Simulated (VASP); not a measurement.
# MgZn2TeS2 (P4/mmm) in VASP: further runs, part 2 of 2

VASP 6.6.1.

## 3. Single point, PBE

This run uses another cell than the first one, of 25.39 Å³/atom.

Contents of INCAR:

```
SYSTEM = MgZn2TeS2
PREC = Accurate
ENCUT = 520
EDIFF = 1E-6
ISMEAR = 0
SIGMA = 0.1
LREAL = .False.
LASPH = .True.
NELM = 100
ALGO = Normal
ISIF = 2
LWAVE = .False.
LCHARG = .False.
GGA = PE
NBANDS = 31
```

Contents of KPOINTS:

```
regular mesh
0
Gamma
  4 4 4
  0 0 0
```

Contents of POSCAR:

```
MgZn2TeS2
1.0
    5.3542973931      0.0000000000      0.0000000000
    0.0000000000      5.3542973931      0.0000000000
    0.0000000000      0.0000000000      5.3145313499
Mg Zn Te S
1 2 1 2
Direct
    0.0000000000      0.0000000000      0.5000000000
    0.5000000000      0.5000000000      0.7444167468
    0.5000000000      0.5000000000      0.2555832532
    0.0000000000      0.0000000000      0.0000000000
    0.5000000000      0.0000000000      0.0000000000
    0.0000000000      0.5000000000      0.0000000000
```

Potentials or basis: VASP PAW PBE potentials, release 64 (Mg, Zn, Te, S).

On the command line:

```sh
> cat potpaw_PBE.64/Mg/POTCAR potpaw_PBE.64/Zn/POTCAR potpaw_PBE.64/Te/POTCAR potpaw_PBE.64/S/POTCAR > POTCAR
> mpirun -np 1 vasp_std > vasp.out
```

Wall time 45 s (1 thread of Intel Xeon Platinum 8488C (Sapphire Rapids), shared host); peak memory 0.29 GiB.

It converged, with:

```
Free energy            : -14.3909 eV
Pressure               : 0.0 GPa
Band gap on the k mesh : zero (bands 22 and 23 overlap by 1.36 eV)
```

Stress tensor (GPa, compression positive):
```
-0.08  0.00  0.00
 0.00 -0.08  0.00
 0.00  0.00  0.06
```

Levels at points of the mesh, in eV from the Fermi level:
| k point | band 18 | band 19 | band 20 | band 21 | band 22 | band 23 | band 24 | band 25 | band 26 | band 27 |
| --- | --- | --- | --- | --- | --- | --- | --- | --- | --- | --- |
| (0.00, 0.00, 0.00) | -2.71 | -2.71 | -2.01 | -1.48 | -0.72 | 1.41 | 2.67 | 2.67 | 2.78 | 3.34 |
| (0.50, 0.00, 0.00) | -2.89 | -1.95 | -1.91 | -1.60 | -1.09 | -1.09 | 1.73 | 2.24 | 3.04 | 3.52 |
| (0.50, 0.50, 0.00) | -2.64 | -1.51 | -1.51 | -1.41 | -1.40 | -1.28 | -0.02 | 0.50 | 0.80 | 0.80 |
| (0.00, 0.00, 0.50) | -2.56 | -2.56 | -2.35 | -2.27 | -0.56 | 0.83 | 0.83 | 3.11 | 4.09 | 4.22 |
| (0.50, 0.00, 0.50) | -3.14 | -2.02 | -1.88 | -1.42 | -1.34 | 1.15 | 2.02 | 2.18 | 2.18 | 3.65 |
| (0.50, 0.50, 0.50) | -3.37 | -2.63 | -1.40 | -1.34 | -1.34 | -1.03 | 1.87 | 2.53 | 2.53 | 3.29 |

Caveat: spin-orbit coupling is left out, which moves the levels of the heavy elements.

## 4. Relaxation of cell and atoms, PBE

Contents of INCAR:

```
ALGO     = Normal         # electronic algorithm
EDIFF    = 1E-7           # SCF threshold, eV
EDIFFG   = -0.04          # ionic threshold
ENCUT    = 600            # plane-wave cutoff, eV
GGA      = PE             # functional
IBRION   = 2              # ionic algorithm
ISIF     = 3              # what is computed and relaxed
ISMEAR   = 0              # smearing method
LASPH    = True           # aspherical terms in the spheres
LCHARG   = False          # write CHGCAR
LREAL    = False          # projectors in reciprocal space
LWAVE    = False          # write WAVECAR
NELM     = 100            # most SCF steps
NSW      = 90             # ionic steps
PREC     = Accurate       # precision mode
SIGMA    = 0.1            # smearing width, eV
```

Contents of KPOINTS:

```
k-points
0
Gamma
  4 4 4
```

Contents of POSCAR:

```
MgZn2TeS2
1.0
    4.4396019400      0.0000000000      0.0000000000
    0.0000000000      4.4396019400      0.0000000000
    0.0000000000      0.0000000000      5.6454467100
Mg Zn Te S
1 2 1 2
Direct
    0.0000000000      0.0000000000      0.5000000000
    0.5000000000      0.5000000000      0.7211725700
    0.5000000000      0.5000000000      0.2788274300
    0.0000000000      0.0000000000      0.0000000000
    0.5000000000      0.0000000000      0.0000000000
    0.0000000000      0.5000000000      0.0000000000
```

On the command line:

```sh
> cat potpaw_PBE.64/Mg/POTCAR potpaw_PBE.64/Zn/POTCAR potpaw_PBE.64/Te/POTCAR potpaw_PBE.64/S/POTCAR > POTCAR
> mpirun -np 1 vasp_std > vasp.out
```

It took 5.5 min on 1 thread of Intel Xeon Platinum 8488C (Sapphire Rapids), shared host; peak memory 0.29 GiB.

It converged, with:

| Property | Result |
| --- | --- |
| Free energy | -14.3810 eV |
| Relaxed volume | 25.39 Å³/atom |
| Relaxed cell | a = 5.349 Å, b = 5.349 Å, c = 5.324 Å, α = 90.00°, β = 90.00°, γ = 90.00° |
| Space group after relaxing (to 0.1 Å) | P4/mmm (No. 123) |
| Energy gained by relaxing | 783.1 meV/atom |
| Ionic steps | 12 |
| Pressure after relaxing | -0.1 GPa |
| Largest force after relaxing | 0.015 eV/Å |
| Band gap on the k mesh | zero (bands 22 and 23 overlap by 1.35 eV) |

Forces on the atoms (eV/Å):
```
Mg   0.000  0.000  0.000
Zn   0.000  0.000  0.015
Zn   0.000  0.000 -0.015
Te   0.000  0.000  0.000
S    0.000  0.000  0.000
S    0.000  0.000  0.000
```

Step by step:
```csv
step,energy change (eV),largest force (eV/Å),pressure (GPa),volume (Å³)
1,0.0000,0.2818,30.37,111.27
2,-4.1209,0.5815,-4.44,176.13
3,-4.3022,0.6021,-0.94,157.17
4,-4.3120,0.6079,-1.93,161.25
5,-4.3126,0.6071,-1.68,160.14
6,-4.5766,0.6535,-0.87,155.38
7,-4.6327,0.7376,-0.10,152.64
8,-4.6356,0.7732,0.20,151.73
9,-4.6848,0.3343,0.15,151.55
10,-4.6970,0.0304,0.22,151.38
11,-4.6972,0.0125,0.21,151.40
12,-4.6988,0.0147,-0.09,152.34
```

Final structure:
```
Mg Zn Te S
1.0
     5.34933    0.00000    0.00000
     0.00000    5.34933    0.00000
     0.00000    0.00000    5.32362
Mg Zn Te S
1 2 1 2
Cartesian
  0.0000 5.3493 2.6618
  2.6747 2.6747 3.9602
  2.6747 2.6747 1.3634
  0.0000 5.3493 0.0000
  2.6747 5.3493 0.0000
  0.0000 2.6747 0.0000
```

Levels at points of the mesh, in eV from the Fermi level:
```csv
k point,band 19,band 20,band 21,band 22,band 23,band 24,band 25,band 26
"(0.00, 0.00, 0.00)",-2.71,-2.01,-1.48,-0.72,1.41,2.66,2.66,2.76
"(0.50, 0.00, 0.00)",-1.95,-1.92,-1.60,-1.11,-1.09,1.71,2.26,3.05
"(0.50, 0.50, 0.00)",-1.50,-1.50,-1.43,-1.40,-1.28,-0.02,0.78,0.78
"(0.00, 0.00, 0.50)",-2.56,-2.34,-2.27,-0.57,0.82,0.82,3.09,4.06
"(0.50, 0.00, 0.50)",-2.02,-1.87,-1.43,-1.33,1.16,2.02,2.16,2.17
"(0.50, 0.50, 0.50)",-2.63,-1.40,-1.33,-1.33,-1.02,1.88,2.51,2.51
```

Caveat: the volume moved by over 15 % at a fixed basis, so the end points are rough; spin-orbit coupling is left out, which moves the levels of the heavy elements.

## 5. Single point, PBE

This run uses another cell than the first one, of 25.26 Å³/atom.

Contents of INCAR:

```
  PREC = Accurate
  ENCUT = 520
  EDIFF = 1E-6
  ISMEAR = 0
  SIGMA = 0.1
  LREAL = F
  LASPH = T
  NELM = 100
  ALGO = Normal
  ISIF = 2
  LWAVE = F
  LCHARG = F
  GGA = PE
  NBANDS = 31
```

Contents of KPOINTS:

```
regular mesh
0
Gamma
  8 8 8
```

Contents of POSCAR:

```
MgZn2TeS2
1.0
    5.2993067775      0.0000000000      0.0000000000
    0.0000000000      5.2993067775      0.0000000000
    0.0000000000      0.0000000000      5.3958693864
Mg Zn Te S
1 2 1 2
Direct
    0.0000000000      0.0000000000      0.5000000000
    0.5000000000      0.5000000000      0.7422384607
    0.5000000000      0.5000000000      0.2577615393
    0.0000000000      0.0000000000      0.0000000000
    0.5000000000      0.0000000000      0.0000000000
    0.0000000000      0.5000000000      0.0000000000
```

Potentials or basis: VASP PAW PBE potentials, release 64 (Mg, Zn, Te, S).

On the command line:

```sh
> cat potpaw_PBE.64/Mg/POTCAR potpaw_PBE.64/Zn/POTCAR potpaw_PBE.64/Te/POTCAR potpaw_PBE.64/S/POTCAR > POTCAR
> mpirun -np 1 vasp_std > vasp.out
```

OUTCAR:

```text
PREC = Accurate
   ENCUT = 520
   EDIFF = 1E-6
   ISMEAR = 0
   LREAL = F
   LASPH = T
   NELM = 100
   ISIF = 2
   GGA = PE

 ion  position               nearest neighbor table
   1  0.000  0.000  0.500-   4 2.70   4 2.70
   2  0.500  0.500  0.742-   3 2.61   3 2.78
   3  0.500  0.500  0.258-   2 2.61   2 2.78
   4  0.000  0.000  0.000-   5 2.65   6 2.65   6 2.65   5 2.65   1 2.70   1 2.70
   5  0.500  0.000  0.000-   4 2.65   4 2.65
   6  0.000  0.500  0.000-   4 2.65   4 2.65

  LATTYP: Found a simple tetragonal cell.
 ALAT       =     5.2993067775
[... 1021 lines left out ...]
  -------------------------------------------------------------------------------------
  Total       -0.0393548     -0.0393548      0.0564203      0.0000000      0.0000000      0.0000000
  in kB       -0.4161104     -0.4161104      0.5965498      0.0000000      0.0000000      0.0000000
  external PRESSURE =      -0.0785570 kB  Pullay stress =       0.0000000 kB

 VOLUME and BASIS-vectors are now :
 -----------------------------------------------------------------------------
  energy-cutoff  :      520.00
  volume of cell :      151.53
      direct lattice vectors                 reciprocal lattice vectors
     5.299306778  0.000000000  0.000000000     0.188703927  0.000000000  0.000000000
     0.000000000  5.299306778  0.000000000     0.000000000  0.188703927  0.000000000
     0.000000000  0.000000000  5.395869386     0.000000000  0.000000000  0.185326947

 POSITION                                       TOTAL-FORCE (eV/Angst)
 -----------------------------------------------------------------------------------
      0.00000      0.00000      2.69793         0.000000      0.000000      0.000000
      2.64965      2.64965      4.00502         0.000000     -0.000000     -0.001907
      2.64965      2.64965      1.39085         0.000000      0.000000      0.001907
      0.00000      0.00000      0.00000         0.000000      0.000000      0.000000
      2.64965      0.00000      0.00000         0.000000      0.000000      0.000000
      0.00000      2.64965      0.00000         0.000000      0.000000      0.000000
 -----------------------------------------------------------------------------------
    total drift:                               -0.000000      0.000000     -0.000000

  FREE ENERGIE OF THE ION-ELECTRON SYSTEM (eV)
  ---------------------------------------------------
  free  energy   TOTEN  =       -14.1223886263 eV

  energy  without entropy=      -14.1047260296  energy(sigma->0) =      -14.11355733
```

It took 3.8 min on 1 thread of Intel Xeon Platinum 8488C (Sapphire Rapids), shared host; peak memory 0.49 GiB.

What came out:

| Property | Result |
| --- | --- |
| Free energy | -14.1224 eV |
| Pressure | 0.0 GPa |
| Band gap on the k mesh | zero (bands 22 and 23 overlap by 1.46 eV) |

Levels at points of the mesh, in eV from the Fermi level:
```csv
k point,band 20,band 21,band 22,band 23,band 24,band 25
"(0.00, 0.00, 0.00)",-2.14,-1.52,-0.72,1.41,2.61,2.61
"(0.50, 0.00, 0.00)",-2.04,-1.66,-1.20,-1.13,1.55,2.32
"(0.50, 0.50, 0.00)",-1.54,-1.54,-1.49,-1.32,-0.05,0.26
"(0.00, 0.00, 0.50)",-2.36,-2.30,-0.66,0.80,0.80,2.95
"(0.50, 0.00, 0.50)",-1.97,-1.48,-1.39,1.17,1.96,2.06
"(0.50, 0.50, 0.50)",-1.48,-1.39,-1.39,-1.05,1.89,2.40
```

Caveat: spin-orbit coupling is left out, which moves the levels of the heavy elements.

## 6. Overview

```csv
task,cell,k mesh,cutoff (eV),gap on the mesh (eV),pressure (GPa),largest force (eV/Å)
single point,"a = 4.440, b = 4.440, c = 5.645 Å, 6 atoms, atomic positions A",4 × 4 × 4,520,none,30.4,0.28
single point,"a = 5.354, b = 5.354, c = 5.315 Å, 6 atoms, atomic positions B",4 × 4 × 4,520,none,0.0,-
relaxation of cell and atoms,"relaxed from a = 4.440, b = 4.440, c = 5.645 Å, 6 atoms, atomic positions A",4 × 4 × 4,600,none,-0.1,0.01
single point,"a = 5.299, b = 5.299, c = 5.396 Å, 6 atoms, atomic positions B",8 × 8 × 8,520,none,0.0,-
```

Alike in all rows: level PBE; potentials or basis VASP PAW PBE potentials, release 64 (Mg, Zn, Te, S); no spin polarisation; smearing gaussian 0.1 eV.

Caveats: spin-orbit coupling is left out, which moves the levels of the heavy elements; the cell stands under pressure (at least some runs); the volume moved by over 15 % at a fixed basis, so the end points are rough (at least some runs).

Absolute energies hang on the potentials; compare differences alone.
